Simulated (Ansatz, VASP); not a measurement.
# One calculation of WS2, two programs

File INCAR:

```
PREC = Accurate
ENCUT = 520
EDIFF = 1E-7
ISMEAR = -1
SIGMA = 0.15
LREAL = False
LASPH = True
NELM = 150
ALGO = Normal
ISIF = 2
LWAVE = False
LCHARG = False
ISPIN = 2
MAGMOM = -0.37 0 0
LORBIT = 11
LMAXMIX = 4
GGA = PE
NBANDS = 24
```

KPOINTS

```
Automatic mesh
0
Gamma
  10 10 10
```

File POSCAR:

```
WS2
1.0
    1.6200312119      0.9353254563      6.3234910508
   -1.6200312119      0.9353254563      6.3234910508
    0.0000000000     -1.8706509125      6.3234910508
W S
1 2
Direct
    0.0000000000      0.0000000000      0.0000000000
    0.5810000000      0.5810000000      0.5810000000
    0.7503000000      0.7503000000      0.7503000000
```

The input input.yaml:

```yaml
crystal:
  lattice:
    - [1.6200312119, 0.9353254563, 6.3234910508]
    - [-1.6200312119, 0.9353254563, 6.3234910508]
    - [0.0, -1.8706509125, 6.3234910508]
  atoms:
    - { symbol: W, position: [0.0, 0.0, 0.0], spin: -0.37 }
    - { symbol: S, position: [0.581, 0.581, 0.581] }
    - { symbol: S, position: [0.7503, 0.7503, 0.7503] }
kpoints:
  mp_grid: { grid: [10, 10, 10] }
  band_path:
    path:
      - [0.0, 0.0, 0.0]
      - [0.5, 0.0, 0.0]
      - [0.5, 0.1812521368, -0.1812521368]
    npoints: 12
scf:
  occupations: { method: fermi_dirac, width: 0.15 }
  lower_state_search: "off"
hamiltonian:
  xc: pbe
  pseudopotentials: { kind: all_electron, lapw: { basis_error: 0.0005 } }
magnetization:
  spin_polarized: true
output:
  forces: true
  stress: true
  eigenvalues: true
  fatbands: true
  dos: { projected: true, de: 0.1, e_range: [-10, 10] }
  populations: true
```

Change from the starting cell: volume scaled by 1.08.

Alike in both runs: functional PBE; k mesh 10 × 10 × 10; occupations fermi-dirac, width 0.15 eV; collinear spin.

```csv
,VASP,Ansatz
version,VASP 6.6.1,Ansatz 0.2.0
potentials or method,"VASP PAW PBE potentials, release 64 (W_sv, S), cutoff 520 eV","all-electron LAPW, scalar-relativistic"
task,single point,projected density of states
```

```tsv
	VASP	Ansatz	Ansatz less VASP
gap on the k mesh at the Fermi level (eV)	1.14	1.13	-0.010
least direct gap on the mesh (eV)	2.02	2.02	-0.001
pressure (GPa)	-6.9	-6.8	+0.11
traceless stress, the component that is largest in VASP (GPa)	-0.36	-0.37	-0.010
rms of the force components (eV/Å)	0.527	0.525	-0.0018
net moment per atom (μB)	0.00	0.00	0.000
```

Atom by atom the forces differ by 0.002 eV/Å (rms over components). Ansatz ran all-electron here, and VASP with PAW potentials.

Spin-orbit coupling is off throughout.
